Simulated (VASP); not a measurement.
Y (a cell with a defect): single point with PBEsol

System: Y (a cell with a defect).

```
Y
1.0
    -3.65000   -6.32198    0.00000
     5.47500   -3.16099    0.00000
     0.00000    0.00000   11.46830
Y
17
Cartesian
  0.4111 -6.5531 -0.1400
  0.1796 -4.1211 3.1198
  -0.0074 -6.3144 5.8529
  0.0182 -4.2030 8.6417
  -1.8708 -2.8097 -0.2312
  3.7335 -4.2546 2.8170
  -1.8248 -3.1341 5.7667
  3.5817 -4.1722 8.5252
  1.6840 -3.0743 0.1248
  1.8394 -1.2502 3.1250
  1.8669 -3.1803 5.8182
  1.8256 -1.0660 8.6438
  -0.3273 -0.1303 -0.2331
  1.5798 -7.2266 2.9995
  -0.0170 -0.0068 5.7685
  1.8859 -7.4080 8.5150
  -1.7708 -5.3041 12.5674
```

```yaml
Program: VASP 6.6.1
Task: single point
Functional: PBEsol
Potentials_or_basis: VASP PAW PBE potentials, release 64 (Y_sv)
Cutoff: 520 eV
k_mesh: 3 × 3 × 2
Occupations: gaussian, width 0.1 eV
Spin: no spin polarisation
```

```yaml
Pressure: 0.1 GPa
Largest_force: 0.023 eV/Å
Band_gap_on_the_k_mesh: zero (an odd number of electrons rules out a gap without spin polarisation)
```

Forces in eV/Å, atoms in the order of the input:
```
Y    0.014 -0.011 -0.002
Y    0.003  0.005  0.002
Y    0.021 -0.007 -0.006
Y    0.002  0.015 -0.004
Y    0.000  0.008 -0.003
Y   -0.006  0.000  0.000
Y   -0.005 -0.006  0.011
Y   -0.004  0.002  0.003
Y    0.004 -0.001 -0.002
Y   -0.004 -0.006 -0.002
Y   -0.015  0.006  0.001
Y   -0.002 -0.017 -0.001
Y   -0.013 -0.005 -0.010
Y   -0.001 -0.001 -0.001
Y   -0.004  0.009  0.003
Y    0.007  0.002 -0.001
Y    0.004  0.006  0.012
```

Stress tensor (GPa, compression positive):
```
 0.16  0.01  0.06
 0.01  0.15 -0.03
 0.06 -0.03 -0.16
```

Levels at points of the mesh, in eV from the Fermi level:
| k point | band 92 | band 93 | band 94 | band 95 | band 96 | band 97 |
| --- | --- | --- | --- | --- | --- | --- |
| (0.00, 0.00, 0.00) | -0.05 | -0.05 | -0.02 | 0.07 | 0.16 | 0.20 |
| (0.00, 0.00, 0.50) | -0.18 | -0.08 | -0.04 | -0.03 | 0.00 | 0.15 |

Wall time 52 min on 1 thread of Intel Xeon 8259CL, on a shared host, peak memory 0.73 GiB.

Caveat: the PAW data sets were made with another functional, which shifts forces and pressure a little.
